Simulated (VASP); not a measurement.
A run of VASP 6.6.1 is set up as follows.

Contents of POSCAR:

```
Mg2C
1.0
    0.0000000000      2.6960324244      2.7109450228
    2.6960324244      0.0000000000      2.7109450228
    2.6960324244      2.6960324244      0.0000000000
C Mg
1 2
Direct
    0.0000000000      0.0000000000      0.0000000000
    0.2500000000      0.2500000000      0.2500000000
    0.7500000000      0.7500000000      0.7500000000
```

INCAR.step1

```
SYSTEM = Mg2C
  PREC = Accurate
  ENCUT = 520
  ISMEAR = 0
  SIGMA = 0.01
  LREAL = .FALSE.
  LASPH = .TRUE.
  NELM = 60
  NBANDS = 11
  GGA = PE
  ALGO = Normal
  EDIFF = 1E-4
  LWAVE = .TRUE.
  LCHARG = .FALSE.
```

Contents of INCAR.step2:

```
SYSTEM = Mg2C
  PREC = Accurate
  ENCUT = 520
  EDIFF = 1E-7
  ISMEAR = 0
  SIGMA = 0.01
  LREAL = .FALSE.
  LASPH = .TRUE.
  NELM = 60
  ALGO = Normal
  ISIF = 2
  LWAVE = .FALSE.
  LCHARG = .FALSE.
  METAGGA = R2SCAN
  LMIXTAU = .TRUE.
  NBANDS = 11
  ISTART = 1
```

The input KPOINTS:

```
regular mesh
0
G
  8 8 8
  0 0 0
```

Potentials or basis: VASP PAW PBE potentials, release 64 (C, Mg).

Run with:

```console
$ cat potpaw_PBE.64/C/POTCAR potpaw_PBE.64/Mg/POTCAR > POTCAR
$ cp INCAR.step1 INCAR
$ mpirun -np 1 vasp_std > vasp.out
$ cp INCAR.step2 INCAR
$ mpirun -np 1 vasp_std > vasp.out
```

Q: What does it give for the band gap on the k mesh?

A: 1.10 eV (least direct gap 2.02 eV).

Q: Predict the pressure.

A: 0.7 GPa.

Stress tensor (GPa, compression positive):
```
 1.29  0.00  0.00
 0.00  1.29  0.00
 0.00  0.00 -0.42
```

Caveat: the cell differs from its parent crystal (epitaxial xy strain -0.6%); the structure was generated, so it needn't be the stable form of Mg2C; the PAW data sets were made with another functional, which shifts forces and pressure a little. A k mesh can miss the band edges.
